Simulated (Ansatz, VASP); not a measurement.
## One calculation of SnSe2, two programs

File INCAR:

```
PREC = Accurate
ENCUT = 520
EDIFF = 1E-6
ISMEAR = 0
SIGMA = 0.01
LREAL = F
LASPH = T
NELM = 80
ALGO = Normal
ISIF = 2
LWAVE = F
LCHARG = F
GGA = PE
NBANDS = 20
```

KPOINTS

```
Automatic mesh
0
Gamma
  6 6 4
```

File POSCAR:

```
SnSe2
1.0
    3.7854220481      0.0000000000      0.0000000000
   -1.8927110241      3.2782718426      0.0000000000
    0.0000000000      0.0000000000      6.0948175511
Sn Se
1 2
Direct
    0.0000000000      0.0000000000      0.0000000000
    0.3333333333      0.6666666667      0.2490000000
    0.6666666667      0.3333333333      0.7510000000
```

Input for Ansatz:

```yaml
crystal:
  lattice:
    - [3.785422048113393, 0.0, 0.0]
    - [-1.8927110240566964, 3.278271842639871, 0.0]
    - [0.0, 0.0, 6.0948175510951925]
  atoms:
    - { symbol: Sn, position: [0.0, 0.0, 0.0] }
    - { symbol: Se, position: [0.3333333333333333, 0.6666666666666666, 0.249] }
    - { symbol: Se, position: [0.6666666666666666, 0.3333333333333333, 0.751] }
basis:
  ecutwfc: 500.0
kpoints:
  mp_grid:
    grid: [6, 6, 4]
hamiltonian:
  xc: pbe
  pseudopotentials:
    kind: paw
scf:
  occupations:
    method: fixed
output:
  stress: true
```

Alike in both runs: task single point; functional PBE; k mesh 6 × 6 × 4; no spin polarisation.

|  | VASP | Ansatz |
| --- | --- | --- |
| version | VASP 6.6.1 | Ansatz 0.2.0 |
| potentials or method | VASP PAW PBE potentials, release 64 (Sn_d, Se), cutoff 520 eV | plane waves, PAW |
| occupations | gaussian, width 0.01 eV | fixed |
| valence electrons in the cell | 26 | 46 |

```tsv
	VASP	Ansatz	Ansatz less VASP
pressure (GPa)	7.4	7.3	-0.10
traceless stress, the component that is largest in VASP (GPa)	0.86	0.86	0.000
```

VASP's potentials hold 26 valence electrons a cell and Ansatz's 46, so a difference there can come from the potentials and not from the codes.
